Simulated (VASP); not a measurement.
Wanted: the native input for a VASP 6.6.1 run.

```
Task                   : single point
Functional             : LDA
Potentials or basis    : VASP PAW LDA potentials, release 64 (Mo_sv)
Cutoff                 : 520 eV
k mesh                 : 14 × 14 × 14
Occupations            : fermi-dirac, width 0.03 eV
Spin                   : no spin polarisation
Dipole correction      : no
Further INCAR settings : ALGO = Normal; EDIFF = 1e-06; NBANDS = 13
```

The structure of Mo lies in POSCAR:

```
Mo
1.0
   -1.5565618036      1.5565618036      1.5565618036
    1.5565618036     -1.5565618036      1.5565618036
    1.5565618036      1.5565618036     -1.5565618036
Mo
1
Direct
    0.0000000000      0.0000000000      0.0000000000
```

One way to write it, as run:

INCAR

```
PREC = Accurate
ENCUT = 520
EDIFF = 1E-6
ISMEAR = -1
SIGMA = 0.03
LREAL = F
LASPH = T
NELM = 80
ALGO = Normal
ISIF = 2
LWAVE = F
LCHARG = F
GGA = CA
NBANDS = 13
```

KPOINTS

```
Automatic mesh
0
Gamma
  14 14 14
```

Potentials or basis: VASP PAW LDA potentials, release 64 (Mo_sv).

Run with:

```console
$ cat potpaw_LDA.64/Mo_sv/POTCAR > POTCAR
$ mpirun -np 1 vasp_std > vasp.out
```

Results of the run:

- Pressure: 1.4 GPa
- Band gap on the k mesh: zero (band 7 reaches 17.25 eV, above the bottom of band 8 at 11.59 eV)

It took 21 s on 1 thread of Intel Xeon 8259CL, on a shared host, peak memory 0.13 GiB.
